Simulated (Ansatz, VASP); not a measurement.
# Au3C: VASP beside Ansatz

```
Au C
1.0
     2.94020    0.00000    0.00000
    -1.47010    2.54629    0.00000
     0.00000    0.00000   21.89749
Au C
3 1
Cartesian
  1.4701 0.8488 4.0000
  0.0000 1.6975 6.4492
  0.0000 0.0000 8.8975
  3.4302 -1.9804 10.0875
```

Alike in both runs: task single point; functional PBE; k mesh 9 × 9 × 1; occupations gaussian, width 0.1 eV; no spin polarisation.

```csv
,VASP,Ansatz
version,VASP 6.6.1,Ansatz 0.2.0
potentials or method,"VASP PAW PBE potentials, release 64 (Au, C), cutoff 520 eV","scalar-relativistic, plane waves, PAW"
valence electrons in the cell,37,61
```

Ansatz gave:

- gap on the k mesh at the Fermi level (eV): none
- rms of the force components (eV/Å): 4.612
- work function, face that differs most (eV): 6.37

Estimate VASP's values.

gap on the k mesh at the Fermi level (eV): none; rms of the force components (eV/Å): 4.785; work function, face that differs most (eV): 6.39.

Atom by atom the forces differ by 0.174 eV/Å (rms over components). A gap of «none» marks a metal or a gap that the smearing closes. With one functional, cell and mesh, what is left measures potentials, basis and numerics. VASP's potentials hold 37 valence electrons a cell and Ansatz's 61, so a difference there can come from the potentials and not from the codes.

Spin-orbit coupling is off throughout.
